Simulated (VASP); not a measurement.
**NiSb: single point with revPBE**

The system is NiSb.

```
CELL_PARAMETERS angstrom
3.97221 0.00000 0.00000
-1.98611 3.44004 0.00000
0.00000 0.00000 5.16207
ATOMIC_POSITIONS crystal
Ni 0.00000 0.00000 0.00000
Ni 0.00000 0.00000 0.50000
Sb 0.33333 0.66667 0.25000
Sb 0.66667 0.33333 0.75000
```

| Quantity | Value |
| --- | --- |
| Program | VASP 6.6.1 |
| Task | single point |
| Functional | revPBE |
| Potentials or basis | VASP PAW PBE potentials, release 64 (Ni, Sb) |
| Cutoff | 520 eV |
| k mesh | 8 × 8 × 6 |
| Occupations | gaussian, width 0.05 eV |
| Spin | collinear spin |
| Starting moments | [0.05, 0.05, 0.0, 0.0] μB |
| Dipole correction | no |
| Further INCAR settings | ALGO = Normal; EDIFF = 1e-06; NBANDS = 27 |

The pressure is 2.1 GPa and the band gap on the k mesh is zero (filled and empty bands overlap). The net moment is 0.00 μB per cell. The valence electrons inside the program's atomic spheres are Ni 9.34; Sb 2.40.

Stress tensor (GPa, compression positive):
```
2.03 0.00 0.00
0.00 2.03 0.00
0.00 0.00 2.16
```

Levels at points of the mesh, in eV from the Fermi level:
Spin up:
```tsv
k point	band 13	band 14	band 15	band 16	band 17	band 18
(0.00, 0.00, 0.00)	-0.03	0.53	0.53	2.36	2.36	3.06
(0.50, 0.00, 0.00)	-1.54	-1.34	-1.27	-0.41	1.10	3.38
(0.00, 0.00, 0.50)	0.17	0.17	1.98	1.98	1.98	1.98
(0.50, 0.00, 0.50)	-1.75	-1.75	0.17	0.17	1.58	1.58
```
Spin down:
```tsv
k point	band 13	band 14	band 15	band 16	band 17	band 18
(0.00, 0.00, 0.00)	-0.03	0.53	0.53	2.36	2.36	3.06
(0.50, 0.00, 0.00)	-1.54	-1.34	-1.27	-0.41	1.10	3.38
(0.00, 0.00, 0.50)	0.17	0.17	1.98	1.98	1.98	1.98
(0.50, 0.00, 0.50)	-1.75	-1.75	0.17	0.17	1.58	1.58
```

Wall time 2.1 min on 1 thread of AMD EPYC 7R43 64-Core Processor (Zen 3), with other jobs on the host, peak memory 0.24 GiB.

Caveat: the PAW data sets were made with another functional, which shifts forces and pressure a little; spin-orbit coupling is left out, which moves the levels of the heavy elements.
